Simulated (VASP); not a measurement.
Here is a VASP 6.6.1 calculation.

INCAR

```
SYSTEM = TiAl3F
ALGO = Normal ; EDIFF = 1E-6
EDIFFG = -0.01 ; ENCUT = 600
GGA = PE ; IBRION = 2
ISIF = 3 ; ISMEAR = 0
LASPH = .TRUE. ; LCHARG = .FALSE.
LREAL = .FALSE. ; LWAVE = .FALSE.
NELM = 60 ; NSW = 100
PREC = Accurate ; SIGMA = 0.1
```

The input KPOINTS:

```
k-points
0
G
  12 12 4
  0 0 0
```

The input POSCAR:

```
TiAl3F
1.0
    2.9553495843      0.0000000000      0.0000000000
    0.0000000000      2.9553495843      0.0000000000
    0.0000000000      0.0000000000     10.4821774020
Ti Al F
1 3 1
Direct
    0.5000000000      0.5000000000      0.5000000000
    0.0000000000      0.0000000000      0.0000000000
    0.5000000000      0.5000000000      0.2457063563
    0.5000000000      0.5000000000      0.7542936437
    0.5000000000      0.5000000000      0.0000000000
```

Potentials or basis: VASP PAW PBE potentials, release 64 (Ti_sv, Al, F).

Launch:

```console
$ cat potpaw_PBE.64/Ti_sv/POTCAR potpaw_PBE.64/Al/POTCAR potpaw_PBE.64/F/POTCAR > POTCAR
$ mpirun -np 1 vasp_std > vasp.out
```

Estimate the relaxed volume.

18.34 Å³/atom.

What does it give for the band gap on the k mesh?

Zero (bands 14 and 15 overlap by 1.05 eV).

Predict the relaxed cell.

a = 2.945 Å, b = 2.945 Å, c = 10.578 Å, α = 90.00°, β = 90.00°, γ = 90.00°.

Forces in eV/Å, atoms in the order of the input:
```
Ti   0.000  0.000  0.000
Al   0.000  0.000  0.000
Al   0.000  0.000  0.007
Al   0.000  0.000 -0.007
F    0.000  0.000  0.000
```
